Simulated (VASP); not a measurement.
A run of VASP 6.6.1 is set up as follows.

File POSCAR:

```
BaS
1.0
    3.8337582597      0.0000000000      0.0000000000
    0.0000000000      3.8337582597      0.0000000000
    0.0000000000      0.0000000000      3.8337582597
Ba S
1 1
Direct
    0.0000000000      0.0000000000      0.0000000000
    0.5000000000      0.5000000000      0.5000000000
```

INCAR.step1

```
SYSTEM = BaS
PREC = Accurate ; ENCUT = 600
EDIFF = 1E-5 ; ISMEAR = -1
SIGMA = 0.02 ; LREAL = .False.
LASPH = .True. ; NELM = 100
ALGO = Normal ; LWAVE = .True.
LCHARG = .False. ; GGA = PE
NBANDS = 15
```

INCAR.step2

```
SYSTEM = BaS
PREC = Accurate ; ENCUT = 600
EDIFF = 1E-6 ; ISMEAR = -1
SIGMA = 0.02 ; LREAL = .False.
LASPH = .True. ; NELM = 100
ALGO = Normal ; ISIF = 3
LWAVE = .False. ; LCHARG = .False.
GGA = PE ; LHFCALC = .True.
HFSCREEN = 0.2079 ; PRECFOCK = Normal
IBRION = 2 ; NSW = 80
EDIFFG = -0.005 ; ISTART = 1
```

Contents of KPOINTS:

```
regular mesh
0
Gamma
  4 4 4
  0 0 0
```

Potentials or basis: VASP PAW PBE potentials, release 64 (Ba_sv, S).

The run is started by

```bash
$ cat potpaw_PBE.64/Ba_sv/POTCAR potpaw_PBE.64/S/POTCAR > POTCAR
$ cp INCAR.step1 INCAR
$ mpirun -np 1 vasp_std > vasp.out
$ cp INCAR.step2 INCAR
$ mpirun -np 1 vasp_std > vasp.out
```

Problem. Estimate the band gap on the k mesh.

Solution. 2.35 eV (least direct gap 2.48 eV).

Problem. Predict the space group after relaxing (to 0.1 Å).

Solution. Pm-3m (No. 221).

Problem. Estimate the relaxed cell.

Solution. a = 3.846 Å, b = 3.846 Å, c = 3.846 Å, α = 90.00°, β = 90.00°, γ = 90.00°.

Problem. Estimate the relaxed volume.

Solution. 28.45 Å³/atom.

Final structure:
```
Ba S
1.0
     3.84643    0.00000    0.00000
     0.00000    3.84643    0.00000
     0.00000    0.00000    3.84643
Ba S
1 1
Cartesian
  0.0000 0.0000 0.0000
  1.9232 1.9232 1.9232
```

Caveat: the PAW data sets were made with another functional, which shifts forces and pressure a little; spin-orbit coupling is left out, which moves the levels of the heavy elements. A k mesh can miss the band edges.
